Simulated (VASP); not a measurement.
PbS: single point with PBEsol

Crystal: PbS.

```
Pb S
1.0
     4.08970    0.00000    0.00000
    -2.04485    3.54178    0.00000
     0.00000    0.00000    3.78817
Pb S
1 1
Direct
  0.00000 0.00000 0.00000
  0.66667 0.33333 0.50000
```

```
Program             : VASP 6.6.1
Task                : single point
Functional          : PBEsol
Potentials or basis : VASP PAW PBE potentials, release 64 (Pb_d, S)
Cutoff              : 500 eV
k mesh              : 3 × 3 × 4
Occupations         : fermi-dirac, width 0.05 eV
Spin                : no spin polarisation
```

* Pressure: -4.3 GPa
* Band gap on the k mesh: zero (band 10 reaches 5.11 eV, above the bottom of band 11 at 4.65 eV)

Stress tensor (GPa, compression positive):
```
-4.46  0.00  0.00
 0.00 -4.46  0.00
 0.00  0.00 -4.07
```

Levels at points of the mesh, in eV from the Fermi level:
| k point | band 8 | band 9 | band 10 | band 11 | band 12 | band 13 |
| --- | --- | --- | --- | --- | --- | --- |
| (0.00, 0.00, 0.00) | -2.21 | -1.74 | -1.74 | 3.42 | 3.42 | 5.16 |
| (0.00, 0.00, 0.50) | -1.16 | -1.16 | -0.02 | 0.76 | 3.85 | 3.85 |

It took 12 s on 1 thread of Intel(R) Xeon(R) Platinum 8488C (Sapphire Rapids) (shared host), peak memory 0.16 GiB.

Caveat: the k points lie up to 0.59 Å⁻¹ apart; the PAW data sets were made with another functional, which shifts forces and pressure a little; spin-orbit coupling is left out, which moves the levels of the heavy elements.
